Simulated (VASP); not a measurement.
Set up this calculation in VASP 6.6.1, as the native input.

| Item | Value |
| --- | --- |
| Task | relaxation of cell and atoms |
| Functional | PBE |
| Potentials or basis | VASP PAW PBE potentials, release 64 (Pt, Al) |
| Cutoff | 600 eV |
| k mesh | 8 × 8 × 8 |
| Occupations | fermi-dirac, width 0.05 eV |
| Spin | no spin polarisation |
| Target pressure | 30 GPa |
| Dipole correction | no |
| Further INCAR settings | ALGO = Fast; EDIFF = 1e-06; IBRION = 2; EDIFFG = -0.01; NSW = 60; ISIF = 3 |

The structure of Al2Pt lies in POSCAR:

```
Al2Pt
1.0
    0.0000000000      2.9550000000      2.9550000000
    2.9550000000      0.0000000000      2.9550000000
    2.9550000000      2.9550000000      0.0000000000
Pt Al
1 2
Direct
    0.0000000000      0.0000000000      0.0000000000
    0.7500000000      0.7500000000      0.7500000000
    0.2500000000      0.2500000000      0.2500000000
```

These files were run (other wordings do the same):

INCAR

```
  ALGO = Fast
  EDIFF = 1E-6
  EDIFFG = -0.01
  ENCUT = 600
  GGA = PE
  IBRION = 2
  ISIF = 3
  ISMEAR = -1
  LASPH = T
  LCHARG = F
  LREAL = F
  LWAVE = F
  NELM = 80
  NSW = 60
  PREC = Accurate
  PSTRESS = 300.0
  SIGMA = 0.05
```

KPOINTS

```
k-points
0
Gamma
  8 8 8
```

Potentials or basis: VASP PAW PBE potentials, release 64 (Pt, Al).

The run is started by

```sh
$ cat potpaw_PBE.64/Pt/POTCAR potpaw_PBE.64/Al/POTCAR > POTCAR
$ mpirun -np 1 vasp_std > vasp.out
```

Results of the run:

* Relaxed volume: 14.89 Å³/atom
* Relaxed cell: a = 3.983 Å, b = 3.983 Å, c = 3.983 Å, α = 60.00°, β = 60.00°, γ = 60.00°
* Space group after relaxing (to 0.05 Å): Fm-3m (No. 225)
* Energy change on relaxing (the enthalpy is what falls): +209.1 meV/atom
* Ionic steps: 5
* Pressure after relaxing: 30.0 GPa
* Band gap on the k mesh: zero (band 8 reaches 13.64 eV, above the bottom of band 9 at 7.84 eV)

Caveat: the cell is relaxed towards a set pressure, so the enthalpy falls and the energy may rise; spin-orbit coupling is left out, which moves the levels of the heavy elements.

Run time: 4.7 min on 1 thread of AMD EPYC 7R13, with other jobs on the host, peak memory 0.2 GiB.
